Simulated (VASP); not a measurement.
# CoO (Fm-3m) in VASP: further runs

The runs below take CoO through relaxation of cell and atoms, single point, with PBEsol+D4, LDA.

Program: VASP 6.6.1. These are calculated values, not measurements. Logs are shortened: lines on timing, memory, paths and dates and some standing lists are left out, and cuts for length are marked.

## Step 1: The cell of the first run

It takes space group Fm-3m (No. 225, cubic). Conventional cell: a = 4.263 Å, b = 4.263 Å, c = 4.263 Å, α = 90.00°, β = 90.00°, γ = 90.00°. Co (site symmetry m-3m) has 6 O at 2.13 Å within 2.8 Å. Within 2.8 Å of O (site symmetry m-3m) lie 6 Co at 2.13 Å.

## Step 2: Relaxation of cell and atoms, PBEsol+D4, collinear spin, ferromagnetic start

INCAR reads:

```
PREC = Accurate
ENCUT = 600
EDIFF = 1E-6
ISMEAR = -1
SIGMA = 0.05
LREAL = False
LASPH = True
NELM = 150
ALGO = Normal
ISIF = 3
LWAVE = False
LCHARG = False
ISPIN = 2
MAGMOM = 2 0
LORBIT = 11
LMAXMIX = 4
GGA = PS
IVDW = 13
IBRION = 2
NSW = 60
EDIFFG = -0.01
```

KPOINTS reads:

```
regular mesh
0
Gamma
  11 11 11
```

POSCAR reads:

```
CoO
1.0
    0.0000000000      2.1315000000      2.1315000000
    2.1315000000      0.0000000000      2.1315000000
    2.1315000000      2.1315000000      0.0000000000
Co O
1 1
Direct
    0.0000000000      0.0000000000      0.0000000000
    0.5000000000      0.5000000000      0.5000000000
```

Potentials or basis: VASP PAW PBE potentials, release 64 (Co, O).

Run with:

```console
$ cat potpaw_PBE.64/Co/POTCAR potpaw_PBE.64/O/POTCAR > POTCAR
$ mpirun -np 1 vasp_std > vasp.out
```

OUTCAR:

```text
PREC = Accurate
   ENCUT = 600
   EDIFF = 1E-6
   ISMEAR = -1
   LREAL = False
   LASPH = True
   NELM = 150
   ISIF = 3
   ISPIN = 2
   LORBIT = 11
   GGA = PS
   IVDW = 13
   IBRION = 2
   NSW = 60
   EDIFFG = -0.01

 ion  position               nearest neighbor table
   1  0.000  0.000  0.000-   2 2.13   2 2.13   2 2.13   2 2.13   2 2.13   2 2.13
   2  0.500  0.500  0.500-   1 2.13   1 2.13   1 2.13   1 2.13   1 2.13   1 2.13

  LATTYP: Found a face centered cubic cell.
 ALAT       =     4.2630000000

  Lattice vectors:

 A1 = (   0.0000000000,   2.1315000000,   2.1315000000)
 A2 = (   2.1315000000,   0.0000000000,   2.1315000000)
 A3 = (   2.1315000000,   2.1315000000,   0.0000000000)

Analysis of symmetry for initial positions (statically):
=====================================================================
 Subroutine PRICEL returns:
 Original cell was already a primitive cell.

 Routine SETGRP: Setting up the symmetry group for a
 face centered cubic supercell.

 Subroutine GETGRP returns: Found 48 space group operations
 (whereof 48 operations were pure point group operations)
 out of a pool of 48 trial point group operations.

The static configuration has the point symmetry O_h .

Analysis of symmetry for dynamics (positions and initial velocities):
=====================================================================
 Subroutine PRICEL returns:
 Original cell was already a primitive cell.

 Routine SETGRP: Setting up the symmetry group for a
 face centered cubic supercell.

 Subroutine GETGRP returns: Found 48 space group operations
 (whereof 48 operations were pure point group operations)
 out of a pool of 48 trial point group operations.

The dynamic configuration has the point symmetry O_h .

Analysis of structural, dynamic, and magnetic symmetry:
=====================================================================
 Subroutine PRICEL returns:
 Original cell was already a primitive cell.

 Routine SETGRP: Setting up the symmetry group for a
 face centered cubic supercell.

 Subroutine GETGRP returns: Found 48 space group operations
 (whereof 48 operations were pure point group operations)
 out of a pool of 48 trial point group operations.

The overall configuration has the point symmetry O_h .

 Subroutine INISYM returns: Found 48 space group operations
 (whereof 48 operations are pure point group operations),
 and found     1 'primitive' translations

----------------------------------------------------------------------------------------

                                     Primitive cell

  volume of cell :      19.3681

  direct lattice vectors                    reciprocal lattice vectors
     0.000000000  2.131500000  2.131500000    -0.234576589  0.234576589  0.234576589
     2.131500000  0.000000000  2.131500000     0.234576589 -0.234576589  0.234576589
     2.131500000  2.131500000  0.000000000     0.234576589  0.234576589 -0.234576589

  length of vectors
     3.014396208  3.014396208  3.014396208     0.406298571  0.406298571  0.406298571

  position of ions in fractional coordinates (direct lattice)
     0.000000000  0.000000000  0.000000000
     0.500000000  0.500000000  0.500000000

  ion indices of the primitive-cell ions
   primitive index   ion index
                 1           1
                 2           2

----------------------------------------------------------------------------------------

 KPOINTS: regular mesh

Automatic generation of k-mesh.
 Grid dimensions read from file:
 generate k-points for:   11   11   11

 Generating k-lattice:

  Cartesian coordinates                     Fractional coordinates (reciprocal lattice)
    -0.021325144  0.021325144  0.021325144     0.090909091  0.000000000  0.000000000
     0.021325144 -0.021325144  0.021325144     0.000000000  0.090909091  0.000000000
     0.021325144  0.021325144 -0.021325144     0.000000000  0.000000000  0.090909091

  Length of vectors
     0.036936234  0.036936234  0.036936234

  Shift w.r.t. Gamma in fractional coordinates (k-lattice)
     0.000000000  0.000000000  0.000000000

 Subroutine IBZKPT returns following result:
 ===========================================

 Found     56 irreducible k-points:

 Following reciprocal coordinates:
            Coordinates               Weight
  0.000000  0.000000  0.000000      1.000000
  0.090909  0.000000  0.000000      8.000000
  0.181818  0.000000  0.000000      8.000000
  0.272727  0.000000  0.000000      8.000000
  0.363636  0.000000  0.000000      8.000000
  0.454545  0.000000  0.000000      8.000000
[... 16 lines left out ...]
 -0.272727  0.181818  0.000000     24.000000
 -0.181818  0.181818  0.000000     12.000000
 [... further k-points ...]
   k-points           NKPTS =     56   k-points in BZ     NKDIM =     56   number of bands    NBANDS=     12
   number of dos      NEDOS =    301   number of ions     NIONS =      2
   total plane-waves  NPLWV =  13824
   dimension x,y,z NGX =    24 NGY =   24 NGZ =   24
   dimension x,y,z NGXF=    48 NGYF=   48 NGZF=   48
   ions per type =               1   1
   NGX,Y,Z   is equivalent  to a cutoff of  13.24, 13.24, 13.24 a.u.
   NGXF,Y,Z  is equivalent  to a cutoff of  26.47, 26.47, 26.47 a.u.
 SYSTEM =  unknown system
   PREC   = accura    normal or accurate (medium, high low for compatibility)
   ISTART =      0    job   : 0-new  1-cont  2-samecut
   ICHARG =      2    charge: 1-file 2-atom 10-const
   ISPIN  =      2    spin polarized calculation?
   LNONCOLLINEAR =      F non collinear calculations
   LSORBIT =      F    spin-orbit coupling
   LASPH  =      T    aspherical Exc in radial PAW
   ENCUT  =  600.0 eV  44.10 Ry    6.64 a.u.   6.02  6.02  6.02*2*pi/ulx,y,z
   NELM   =    150;   NELMIN=  2; NELMDL= -5     # of ELM steps
   EDIFF  = 0.1E-05   stopping-criterion for ELM
   LREAL  =      F    real-space projection
   EDIFFG = -.1E-01   stopping-criterion for IOM
   NSW    =     60    number of steps for IOM
   IBRION =      2    ionic relax: 0-MD 1-quasi-New 2-CG
   NFREE  =      1    steps in history (QN), initial steepest desc. (CG)
   ISIF   =      3    stress and relaxation
   ISYM   =      2    0-nonsym 1-usesym 2-fastsym
   POTIM  = 0.5000    time-step for ionic-motion
   TEBEG  =    0.0;   TEEND  =   0.0 temperature during run
   PSTRESS=    0.0 pullay stress
   NELECT =      15.0000    total number of electrons
   NUPDOWN=      -1.0000    fix difference up-down
   EMIN   =  10.00;   EMAX   =-10.00  energy-range for DOS
   EFERMI =   0.00;   METHOD = LEGACY
   ISMEAR =    -1;   SIGMA  =   0.05  broadening in eV -4-tet -1-fermi 0-gaus
   EFERMI_NEDOS =   21; number of points for ismear=-14 and -15
   IALGO  =     38    algorithm
   IMIX   =      4    mixing-type and parameters
     AMIX     =   0.40;   BMIX     =  1.00
     AMIX_MAG =   1.60;   BMIX_MAG =  1.00
  volume/ion in A,a.u.               =       9.68        65.35
  Fermi-wavevector in a.u.,A,eV,Ry     =   1.503407  2.841027 30.752334  2.260233
  Thomas-Fermi vector in A             =   2.614521
   LORBIT       =     11    0 simple, 1 ext, 2 COOP (PROOUT), +10 PAW based schemes
   GGA     = PS    functional components
   LHFCALC =     F    Hartree Fock is set to
   AEXX    =    0.0000 exact exchange contribution
   IVDW    =    13    specifies the selected vdW correction
   LEPSILON=     F    determine dielectric tensor
   LRPA    =     F    only Hartree local field effects (RPA)
 conjugate gradient relaxation of ions
 spin polarized calculation
  energy-cutoff  :      600.00
  volume of cell :       19.37
 maximum number of plane-waves:       660
   NGX = 13   NGY = 13   NGZ = 13

--------------------------------------- Ionic step        1  -------------------------------------------

 number of electron      15.0000007 magnetization       2.9339401

 Free energy of the ion-electron system (eV)
  ---------------------------------------------------
  ext. energy  EPLUGINS =         0.00000000
  ---------------------------------------------------
  free energy    TOTEN  =       -13.96004694 eV

  energy without entropy =      -13.92724697  energy(sigma->0) =      -13.94364696

------------------------ aborting loop because EDIFF is reached ----------------------------------------

  DFT-D4 for vdW energy calculation

  Edisp (eV):   -0.31463

  FORCE on cell =-STRESS in cart. coord.  units (eV):
  Direction    XX          YY          ZZ          XY          YZ          ZX
  --------------------------------------------------------------------------------------
  -------------------------------------------------------------------------------------
  Total      -1.65473    -1.65473    -1.65473     0.00000     0.00000    -0.00000
  in kB    -136.88382  -136.88382  -136.88382     0.00000     0.00000    -0.00000
  external pressure =     -136.88 kB  Pullay stress =        0.00 kB
[... 61 lines left out ...]
  energy  without entropy=      -14.2945284873  energy(sigma->0) =      -14.31114253

--------------------------------------- Ionic step        3  -------------------------------------------

 number of electron      15.0000000 magnetization       2.6668140

 Free energy of the ion-electron system (eV)
  ---------------------------------------------------
  ext. energy  EPLUGINS =         0.00000000
  ---------------------------------------------------
  free energy    TOTEN  =       -14.00817253 eV

  energy without entropy =      -13.97306720  energy(sigma->0) =      -13.99061987

 E-fermi :   9.0065     XC(G=0): -13.1342

 val. band max:        8.9866765047   @ k =   0.4545   0.2727   0.0909
 cond. band min:       9.0080409674   @ k =   0.3636   0.1818   0.0000
 fundamental gap:      0.0213644627
 Fermi energy:         9.0065170004

 spin component 1

 k-point     1 :       0.0000    0.0000    0.0000
  band No.  band energies     occupation
      1     -12.0188      1.00000
      2       5.3980      1.00000
      3       5.3980      1.00000
      4       5.3980      1.00000
      5       5.7757      1.00000
      6       5.7757      1.00000
      7       5.8545      1.00000
      8       5.8545      1.00000
      9       5.8545      1.00000
     10      10.3066      0.00000
     11      25.8173      0.00000
     12      27.5902      0.00000
[... 331 lines left out ...]
 k-point    24 :      -0.1818    0.1818    0.0000
  band No.  band energies     occupation
      1     -11.1403      1.00000
      2       1.6813      1.00000
      3       2.9002      1.00000
      4       3.4570      1.00000
      5       6.2516      1.00000
      6       6.3747      1.00000
      7       7.0277      1.00000
      8       7.1327      1.00000
      9       8.9069      0.87996
     10      13.9845      0.00000
     11      20.7392      0.00000
     12      22.1477      0.00000

 [... further k-points ...]

 spin component 2

 k-point     1 :       0.0000    0.0000    0.0000
  band No.  band energies     occupation
      1     -11.5654      1.00000
      2       5.9145      1.00000
      3       5.9145      1.00000
      4       5.9145      1.00000
      5       7.7015      1.00000
      6       7.7015      1.00000
      7       7.7015      1.00000
      8       8.7120      0.99724
      9       8.7121      0.99724
     10      10.8126      0.00000
     11      25.7810      0.00000
     12      28.1289      0.00000
[... 378 lines left out ...]
  FREE ENERGIE OF THE ION-ELECTRON SYSTEM (eV)
  ---------------------------------------------------
  free  energy   TOTEN  =       -14.3420976754 eV

  energy  without entropy=      -14.3069923481  energy(sigma->0) =      -14.32454501

 reached required accuracy - stopping structural energy minimisation

 total charge

# of ion       s       p       d       tot
------------------------------------------
    1        0.320   0.417   7.226   7.963
    2        1.548   3.434   0.000   4.982
--------------------------------------------------
tot          1.868   3.850   7.226  12.945

 magnetization (x)

# of ion       s       p       d       tot
------------------------------------------
    1        0.021   0.019   2.324   2.363
    2        0.031   0.227   0.000   0.258
--------------------------------------------------
tot          0.052   0.246   2.324   2.622
```

It took 1.7 min on 1 thread of Intel Xeon 8259CL, shared host; peak memory 0.18 GiB.

Results:

```
Free energy                                           : -14.3421 eV
Relaxed volume                                        : 8.91 Å³/atom
Relaxed cell                                          : a = 2.932 Å, b = 2.932 Å, c = 2.932 Å, α = 60.00°, β = 60.00°, γ = 60.00°
Space group after relaxing (to 0.1 Å)                 : Fm-3m (No. 225)
Energy gained by relaxing                             : 33.7 meV/atom
Ionic steps                                           : 3
Pressure after relaxing                               : 0.0 GPa
Net moment                                            : 2.67 μB per cell
Site moments                                          : Co +2.36; O +0.26 μB
Valence electrons inside the program's atomic spheres : Co 7.96; O 4.98
Dispersion energy per atom                            : -0.167 eV
```

The path:
| step | energy change (eV) | largest force (eV/Å) | pressure (GPa) | volume (Å³) |
| --- | --- | --- | --- | --- |
| 1 | 0.0000 | 0.0000 | -13.69 | 19.37 |
| 2 | -0.0531 | 0.0000 | 5.47 | 17.14 |
| 3 | -0.0674 | 0.0000 | -0.02 | 17.82 |

Final structure:
```
Co O
1.0
     0.00000    2.07314    2.07314
     2.07314    0.00000    2.07314
     2.07314    2.07314    0.00000
Co O
1 1
Direct
  0.00000 0.00000 0.00000
  0.50000 0.50000 0.50000
```

Levels at points of the mesh, in eV from the Fermi level:
Spin up:
```csv
k point,band 6,band 7,band 8,band 9,band 10,band 11,band 12
"(0.00, 0.00, 0.00)",-3.23,-3.15,-3.15,-3.15,1.30,16.81,18.58
```
Spin down:
```
           k point  band 3  band 4  band 5  band 6  band 7  band 8  band 9  band 10
(0.00, 0.00, 0.00)   -3.09   -3.09   -1.31   -1.31   -1.31   -0.29   -0.29     1.81
```

Caveat: the PAW data sets were made with another functional, which shifts forces and pressure a little; a cell with one magnetic atom can't hold antiferromagnetic order, which such compounds often take; semilocal functionals often make such compounds metallic where correlation or magnetic order opens a gap, which also shifts bond lengths.

(Continued in part 2 of 2.)
